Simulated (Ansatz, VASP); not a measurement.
## Two plane-wave programs on Nb2PdSe5

```
CELL_PARAMETERS angstrom
6.86786 0.00000 0.00000
-3.43393 5.94774 0.00000
0.00000 0.00000 6.97253
ATOMIC_POSITIONS crystal
Nb 0.33333 0.66667 0.75676
Nb 0.66667 0.33333 0.75676
Pd 0.00000 0.00000 0.78678
Se 0.33333 0.66667 0.42873
Se 0.66667 0.33333 0.42873
Se 0.33712 0.00000 0.90632
Se 0.00000 0.33712 0.90632
Se 0.66288 0.66288 0.90632
```

Alike in both runs: task relaxation of cell and atoms; functional PBE; k mesh 6 × 6 × 4; occupations gaussian, width 0.02 eV; no spin polarisation.

```csv
,VASP,Ansatz
version,VASP 6.6.1,Ansatz 0.2.0
potentials or method,"VASP PAW PBE potentials, release 64 (Nb_sv, Pd, Se), cutoff 600 eV","scalar-relativistic, plane waves, PAW"
valence electrons in the cell,66,124
```

|  | VASP | Ansatz | Ansatz less VASP |
| --- | --- | --- | --- |
| gap on the k mesh at the Fermi level, each at its own relaxed structure (eV) | 0.66 | 0.68 | +0.020 |
| relaxed volume (Å³/atom) | 35.71 | 36.25 | +0.538 |
| relaxed length of the cell vector where the two differ most in proportion (Å) | 6.973 | 7.062 | +0.0888 |

VASP's potentials hold 66 valence electrons a cell and Ansatz's 124, so a difference there can come from the potentials and not from the codes.
